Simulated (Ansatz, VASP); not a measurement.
## B2Sb3Os: VASP beside Ansatz

```
B Sb Os
1.0
     4.79474    0.00000    0.00000
     0.00000    4.79474    0.00000
     0.00000    0.00000    4.54631
B Sb Os
2 3 1
Direct
  0.50000 0.50000 0.00000
  0.00000 0.00000 0.00000
  0.00000 0.50000 0.00000
  0.50000 0.00000 0.00000
  0.50000 0.50000 0.50000
  0.00000 0.00000 0.50000
```

Alike in both runs: functional PBE; k mesh 4 × 4 × 4; occupations gaussian, width 0.1 eV; no spin polarisation.

Ansatz relaxed the structure, and its values are those at the end. VASP's run is a single point on that final structure, the one shown.

|  | VASP | Ansatz |
| --- | --- | --- |
| version | VASP 6.6.1 | Ansatz 0.2.0 |
| potentials or method | VASP PAW PBE potentials, release 64 (B, Sb, Os), cutoff 520 eV | scalar-relativistic, plane waves, PAW |
| valence electrons in the cell | 29 | 67 |

```csv
,VASP,Ansatz,Ansatz less VASP
gap on the k mesh at the Fermi level (eV),none,none,-
pressure (GPa),0.2,0.2,-0.06
```

A gap of «none» marks a metal or a gap that the smearing closes. VASP's potentials hold 29 valence electrons a cell and Ansatz's 67, so a difference there can come from the potentials and not from the codes.

Spin-orbit coupling is off throughout.
